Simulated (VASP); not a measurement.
# As (R-3m) in VASP: settings compared

Aim: see how the results for As move with the level of theory and the settings. Levels: PBEsol, PBE, r2SCANh, r2SCAN50. Tasks: single point.

Everything below comes from runs of VASP 6.6.1. Logs are shortened: lines on timing, memory, paths and dates and some standing lists are left out, and cuts for length are marked.

## 1. The cell of the first run

It takes space group R-3m (No. 166, trigonal). Conventional cell: a = 3.762 Å, b = 3.762 Å, c = 10.542 Å, α = 90.00°, β = 90.00°, γ = 120.00°. As (site symmetry 3m) has 6 As at 2.51 to 3.14 Å within 3.3 Å.

## 2. Single point, PBEsol

INCAR

```
SYSTEM = As
PREC = Accurate ; ENCUT = 510
EDIFF = 1E-6 ; ISMEAR = -1
SIGMA = 0.05 ; LREAL = .FALSE.
LASPH = .TRUE. ; NELM = 120
ALGO = Normal ; ISIF = 2
LWAVE = .FALSE. ; LCHARG = .TRUE.
GGA = PS ; LELF = .TRUE.
LVHAR = .TRUE. ; NBANDS = 22
GGA_COMPAT = .FALSE.
```

KPOINTS

```
Automatic mesh
0
G
  7 7 7
  0 0 0
```

POSCAR

```
As
1.0
    1.8807968987      1.0858785957      3.5140619945
   -1.8807968987      1.0858785957      3.5140619945
    0.0000000000     -2.1717571915      3.5140619945
As
2
Direct
    0.2260000000      0.2260000000      0.2260000000
    0.7740000000      0.7740000000      0.7740000000
```

Potentials or basis: VASP PAW PBE potentials, release 64 (As_d).

The run is started by

```
cat potpaw_PBE.64/As_d/POTCAR > POTCAR
mpirun -np 1 vasp_std > vasp.out
```

OUTCAR:

```text
SYSTEM = As
   PREC = Accurate
   ENCUT = 510
   EDIFF = 1E-6
   ISMEAR = -1
   LREAL = .FALSE.
   LASPH = .TRUE.
   NELM = 120
   ISIF = 2
   GGA = PS

 ion  position               nearest neighbor table
   1  0.226  0.226  0.226-   2 2.51   2 2.51   2 2.51
   2  0.774  0.774  0.774-   1 2.51   1 2.51   1 2.51

  LATTYP: Found a trigonal (rhomboedric) cell.
 ALAT       =     4.1310000000
 COS(alpha) =     0.5854247172

  Lattice vectors:

 A1 = (   1.8807968987,   1.0858785957,   3.5140619945)
 A2 = (  -1.8807968987,   1.0858785957,   3.5140619945)
 A3 = (   0.0000000000,  -2.1717571915,   3.5140619945)

Analysis of symmetry for initial positions (statically):
=====================================================================
 Subroutine PRICEL returns:
 Original cell was already a primitive cell.

 Routine SETGRP: Setting up the symmetry group for a
 trigonal (rhombohedral) supercell.

 Subroutine GETGRP returns: Found 12 space group operations
 (whereof 12 operations were pure point group operations)
 out of a pool of 12 trial point group operations.

The static configuration has the point symmetry D_3d.

Analysis of symmetry for dynamics (positions and initial velocities):
=====================================================================
 Subroutine PRICEL returns:
 Original cell was already a primitive cell.

 Routine SETGRP: Setting up the symmetry group for a
 trigonal (rhombohedral) supercell.

 Subroutine GETGRP returns: Found 12 space group operations
 (whereof 12 operations were pure point group operations)
 out of a pool of 12 trial point group operations.

The dynamic configuration has the point symmetry D_3d.

 Subroutine INISYM returns: Found 12 space group operations
 (whereof 12 operations are pure point group operations),
 and found     1 'primitive' translations

----------------------------------------------------------------------------------------

                                     Primitive cell

  volume of cell :      43.0610

  direct lattice vectors                    reciprocal lattice vectors
     1.880796899  1.085878596  3.514061995     0.265844760  0.153485544  0.094856987
    -1.880796899  1.085878596  3.514061995    -0.265844760  0.153485544  0.094856987
     0.000000000 -2.171757191  3.514061995     0.000000000 -0.306971087  0.094856987

  length of vectors
     4.131000000  4.131000000  4.131000000     0.321292852  0.321292852  0.321292852

  position of ions in fractional coordinates (direct lattice)
     0.226000000  0.226000000  0.226000000
     0.774000000  0.774000000  0.774000000

  ion indices of the primitive-cell ions
   primitive index   ion index
                 1           1
                 2           2

----------------------------------------------------------------------------------------

 KPOINTS: Automatic mesh

Automatic generation of k-mesh.
 Grid dimensions read from file:
 generate k-points for:    7    7    7

 Generating k-lattice:

  Cartesian coordinates                     Fractional coordinates (reciprocal lattice)
     0.037977823  0.021926506  0.013550998     0.142857143  0.000000000 -0.000000000
    -0.037977823  0.021926506  0.013550998     0.000000000  0.142857143 -0.000000000
     0.000000000 -0.043853012  0.013550998    -0.000000000 -0.000000000  0.142857143

  Length of vectors
     0.045898979  0.045898979  0.045898979

  Shift w.r.t. Gamma in fractional coordinates (k-lattice)
     0.000000000  0.000000000  0.000000000

 Subroutine IBZKPT returns following result:
 ===========================================

 Found     44 irreducible k-points:

 Following reciprocal coordinates:
            Coordinates               Weight
  0.000000  0.000000  0.000000      1.000000
  0.142857  0.000000 -0.000000      6.000000
  0.285714  0.000000  0.000000      6.000000
  0.428571  0.000000 -0.000000      6.000000
  0.142857  0.142857 -0.000000      6.000000
  0.285714  0.142857 -0.000000     12.000000
[... 16 lines left out ...]
  0.285714  0.285714  0.142857      6.000000
  0.428571  0.285714  0.142857     12.000000
 [... further k-points ...]
   k-points           NKPTS =     44   k-points in BZ     NKDIM =     44   number of bands    NBANDS=     22
   number of dos      NEDOS =    301   number of ions     NIONS =      2
   total plane-waves  NPLWV =  27000
   dimension x,y,z NGX =    30 NGY =   30 NGZ =   30
   dimension x,y,z NGXF=    60 NGYF=   60 NGZF=   60
   ions per type =               2
   NGX,Y,Z   is equivalent  to a cutoff of  12.07, 12.07, 12.07 a.u.
   NGXF,Y,Z  is equivalent  to a cutoff of  24.15, 24.15, 24.15 a.u.
 SYSTEM =  As
   PREC   = accura    normal or accurate (medium, high low for compatibility)
   ISTART =      0    job   : 0-new  1-cont  2-samecut
   ICHARG =      2    charge: 1-file 2-atom 10-const
   ISPIN  =      1    spin polarized calculation?
   LNONCOLLINEAR =      F non collinear calculations
   LSORBIT =      F    spin-orbit coupling
   LASPH  =      T    aspherical Exc in radial PAW
   ENCUT  =  510.0 eV  37.48 Ry    6.12 a.u.   7.61  7.61  7.61*2*pi/ulx,y,z
   NELM   =    120;   NELMIN=  2; NELMDL= -5     # of ELM steps
   EDIFF  = 0.1E-05   stopping-criterion for ELM
   LREAL  =      F    real-space projection
   EDIFFG = 0.1E-04   stopping-criterion for IOM
   NSW    =      0    number of steps for IOM
   IBRION =     -1    ionic relax: 0-MD 1-quasi-New 2-CG
   NFREE  =      0    steps in history (QN), initial steepest desc. (CG)
   ISIF   =      2    stress and relaxation
   ISYM   =      2    0-nonsym 1-usesym 2-fastsym
   POTIM  = 0.5000    time-step for ionic-motion
   TEBEG  =    0.0;   TEEND  =   0.0 temperature during run
   PSTRESS=    0.0 pullay stress
   NELECT =      30.0000    total number of electrons
   NUPDOWN=      -1.0000    fix difference up-down
   EMIN   =  10.00;   EMAX   =-10.00  energy-range for DOS
   EFERMI =   0.00;   METHOD = LEGACY
   ISMEAR =    -1;   SIGMA  =   0.05  broadening in eV -4-tet -1-fermi 0-gaus
   EFERMI_NEDOS =   21; number of points for ismear=-14 and -15
   IALGO  =     38    algorithm
   IMIX   =      4    mixing-type and parameters
     AMIX     =   0.40;   BMIX     =  1.00
     AMIX_MAG =   1.60;   BMIX_MAG =  1.00
  volume/ion in A,a.u.               =      21.53       145.29
  Fermi-wavevector in a.u.,A,eV,Ry     =   1.451289  2.742539 28.657140  2.106240
  Thomas-Fermi vector in A             =   2.568803
   LORBIT       =      0    0 simple, 1 ext, 2 COOP (PROOUT), +10 PAW based schemes
   GGA     = PS    functional components
   LHFCALC =     F    Hartree Fock is set to
   AEXX    =    0.0000 exact exchange contribution
   IVDW    =     0    specifies the selected vdW correction
   LEPSILON=     F    determine dielectric tensor
   LRPA    =     F    only Hartree local field effects (RPA)
 non-spin polarized calculation
  energy-cutoff  :      510.00
  volume of cell :       43.06
 maximum number of plane-waves:      1136
   NGX = 15   NGY = 15   NGZ = 15

 number of electron      29.9999982 magnetization

 Free energy of the ion-electron system (eV)
  ---------------------------------------------------
  ext. energy  EPLUGINS =         0.00000000
  ---------------------------------------------------
  free energy    TOTEN  =       -10.25607015 eV

  energy without entropy =      -10.25361204  energy(sigma->0) =      -10.25484109

 E-fermi :   3.6499     XC(G=0): -10.8499

 val. band max:        3.6360238845   @ k =   0.4286   0.0000  -0.0000
 cond. band min:       3.6628145100   @ k =   0.4286   0.2857   0.2857
 fundamental gap:      0.0267906255
 Fermi energy:         3.6499241764

 k-point     1 :       0.0000    0.0000    0.0000
  band No.  band energies     occupation
      1     -32.5625      2.00000
      2     -32.5625      2.00000
      3     -32.5156      2.00000
      4     -32.5156      2.00000
      5     -32.4837      2.00000
      6     -32.4445      2.00000
[... 14 lines left out ...]
     21      11.0177      0.00000
     22      12.4132      0.00000

 k-point     2 :       0.1429    0.0000   -0.0000
  band No.  band energies     occupation
      1     -32.5605      2.00000
      2     -32.5566      2.00000
      3     -32.5135      2.00000
      4     -32.5111      2.00000
      5     -32.4821      2.00000
      6     -32.4475      2.00000
[... 14 lines left out ...]
     21      10.4694      0.00000
     22      13.8658      0.00000

 k-point     3 :       0.2857    0.0000    0.0000
  band No.  band energies     occupation
      1     -32.5553      2.00000
      2     -32.5405      2.00000
      3     -32.5084      2.00000
      4     -32.4994      2.00000
      5     -32.4774      2.00000
      6     -32.4559      2.00000
[... 14 lines left out ...]
     21      11.8697      0.00000
     22      16.0970      0.00000

 k-point     4 :       0.4286    0.0000   -0.0000
  band No.  band energies     occupation
      1     -32.5506      2.00000
      2     -32.5224      2.00000
      3     -32.5016      2.00000
      4     -32.4847      2.00000
      5     -32.4753      2.00000
      6     -32.4677      2.00000
[... 14 lines left out ...]
     21      14.2530      0.00000
     22      14.5100      0.00000

 k-point     5 :       0.1429    0.1429   -0.0000
  band No.  band energies     occupation
      1     -32.5622      2.00000
      2     -32.5538      2.00000
      3     -32.5138      2.00000
      4     -32.5105      2.00000
      5     -32.4818      2.00000
      6     -32.4483      2.00000
[... 417 lines left out ...]
 k-point    22 :      -0.1429    0.1429    0.1429
  band No.  band energies     occupation
      1     -32.5596      2.00000
      2     -32.5378      2.00000
      3     -32.5099      2.00000
      4     -32.4990      2.00000
      5     -32.4771      2.00000
      6     -32.4570      2.00000
[... 14 lines left out ...]
     21      12.2005      0.00000
     22      15.1901      0.00000

 k-point    23 :       0.2857    0.2857    0.1429
  band No.  band energies     occupation
      1     -32.5599      2.00000
      2     -32.5491      2.00000
      3     -32.5127      2.00000
      4     -32.5088      2.00000
      5     -32.4806      2.00000
      6     -32.4494      2.00000
[... 14 lines left out ...]
     21      12.7835      0.00000
     22      14.0100      0.00000

 k-point    24 :       0.4286    0.2857    0.1429
  band No.  band energies     occupation
      1     -32.5568      2.00000
      2     -32.5395      2.00000
      3     -32.5082      2.00000
      4     -32.5025      2.00000
      5     -32.4778      2.00000
      6     -32.4553      2.00000
[... 14 lines left out ...]
     21      13.9964      0.00000
     22      14.2252      0.00000

 [... further k-points ...]

------------------------ aborting loop because EDIFF is reached ----------------------------------------

  FORCE on cell =-STRESS in cart. coord.  units (eV):
  Direction    XX          YY          ZZ          XY          YZ          ZX
  --------------------------------------------------------------------------------------
  -------------------------------------------------------------------------------------
  Total        0.1866112      0.1866112     -0.0640001     -0.0000000      0.0000000      0.0000000
  in kB        6.9432777      6.9432777     -2.3812630     -0.0000000      0.0000000      0.0000000
  external PRESSURE =       3.8350975 kB  Pullay stress =       0.0000000 kB

 VOLUME and BASIS-vectors are now :
 -----------------------------------------------------------------------------
  energy-cutoff  :      510.00
  volume of cell :       43.06
      direct lattice vectors                 reciprocal lattice vectors
     1.880796899  1.085878596  3.514061995     0.265844760  0.153485544  0.094856987
    -1.880796899  1.085878596  3.514061995    -0.265844760  0.153485544  0.094856987
     0.000000000 -2.171757191  3.514061995     0.000000000 -0.306971087  0.094856987

 POSITION                                       TOTAL-FORCE (eV/Angst)
 -----------------------------------------------------------------------------------
      0.00000     -0.00000      2.38253         0.000000     -0.000000      0.341575
      0.00000     -0.00000      8.15965         0.000000      0.000000     -0.341575
 -----------------------------------------------------------------------------------
    total drift:                               -0.000000     -0.000000      0.000000

  FREE ENERGIE OF THE ION-ELECTRON SYSTEM (eV)
  ---------------------------------------------------
  free  energy   TOTEN  =       -10.2560701515 eV

  energy  without entropy=      -10.2536120368  energy(sigma->0) =      -10.25484109
```

Run time: 25 s. Hardware: 1 thread of AMD EPYC 7R13 (Zen 3), shared host; peak memory 0.15 GiB.

What came out:

```
Free energy            : -10.2561 eV
Pressure               : 0.4 GPa
Largest force          : 0.342 eV/Å
Band gap on the k mesh : zero (bands 15 and 16 overlap by 0.03 eV)
```

Forces on the atoms (eV/Å):
```
As   0.000  0.000  0.342
As   0.000  0.000 -0.342
```

Caveat: the PAW data sets were made with another functional, which shifts forces and pressure a little.

## 3. Single point, PBE

This run uses another cell than the first one, of 20.38 Å³/atom.

INCAR

```
SYSTEM = As
  PREC = Accurate
  ENCUT = 510
  EDIFF = 1E-6
  ISMEAR = -1
  SIGMA = 0.05
  LREAL = .FALSE.
  LASPH = .TRUE.
  NELM = 120
  ALGO = Normal
  ISIF = 2
  LWAVE = .FALSE.
  LCHARG = .FALSE.
  GGA = PE
  NBANDS = 22
  GGA_COMPAT = .FALSE.
```

KPOINTS

```
regular mesh
0
G
  9 9 9
  0 0 0
```

POSCAR

```
As
1.0
    1.8836324088      1.0875156783      3.3161077580
   -1.8836324088      1.0875156783      3.3161077580
    0.0000000000     -2.1750313566      3.3161077580
As
2
Direct
    0.2312745269      0.2312745269      0.2312745269
    0.7687254731      0.7687254731      0.7687254731
```

Potentials or basis: VASP PAW PBE potentials, release 64 (As_d).

The run is started by

```
cat potpaw_PBE.64/As_d/POTCAR > POTCAR
mpirun -np 1 vasp_std > vasp.out
```

It took 29 s on 1 thread of Intel Xeon 6975P-C (Granite Rapids), shared host; peak memory 0.2 GiB.

Results (log left out):

| Quantity | Value |
| --- | --- |
| Free energy | -9.3073 eV |
| Pressure | 5.1 GPa |
| Largest force | 0.012 eV/Å |

Forces in eV/Å, atoms in the order of the input:
```
As   0.000  0.000  0.012
As   0.000  0.000 -0.012
```

Levels at points of the mesh, in eV from the Fermi level:
```tsv
k point	band 13	band 14	band 15	band 16	band 17	band 18
(0.00, 0.00, 0.00)	-2.42	-2.15	-2.15	2.24	3.21	3.21
```

Caveat: the cell stands under pressure.

(Part 1 of 3 ends here.)

The gap in the log of VASP goes by the Fermi energy; the results here count the filled bands.